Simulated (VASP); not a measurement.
La:

```
CELL_PARAMETERS angstrom
3.15804 0.00000 0.00000
0.00000 3.15804 0.00000
0.00000 0.00000 3.55552
ATOMIC_POSITIONS crystal
La 0.50000 0.50000 0.00000
```

The cell was built from a structure type or drawn by symmetry, and may not be a known phase.

| Property | Result |
| --- | --- |
| Program | VASP 6.6.1 |
| Task | relaxation of cell and atoms |
| Functional | PBE |
| Potentials or basis | VASP PAW PBE potentials, release 64 (La) |
| Cutoff | 600 eV |
| k mesh | 6 × 6 × 6 |
| Occupations | gaussian, width 0.1 eV |
| Spin | no spin polarisation |

At the start: pressure 1.5 GPa; volume 35.46 Å³/atom.

Task: Where does the relaxation end?

Result: Over 5 steps the energy falls by 42.0 meV/atom and the volume is 36.77 Å³/atom (+3.7 %); space group P4/mmm (No. 123, to 0.1 Å) before and after.

Step by step:
| step | energy change (eV) | largest force (eV/Å) | pressure (GPa) | volume (Å³) |
| --- | --- | --- | --- | --- |
| 1 | 0.0000 | 0.0000 | 1.50 | 35.46 |
| 2 | -0.0399 | 0.0000 | -0.21 | 37.14 |
| 3 | -0.0408 | 0.0000 | -0.42 | 37.44 |
| 4 | -0.0419 | 0.0000 | -0.08 | 36.93 |
| 5 | -0.0420 | 0.0000 | 0.03 | 36.77 |

Final structure:
```yaml
crystal:
  lattice:
    - [3.28978, 0.00000, 0.00000]
    - [0.00000, 3.28978, 0.00000]
    - [0.00000, 0.00000, 3.39745]
  atoms:
    - { symbol: La, position: [0.50000, 0.50000, 0.00000] }
```
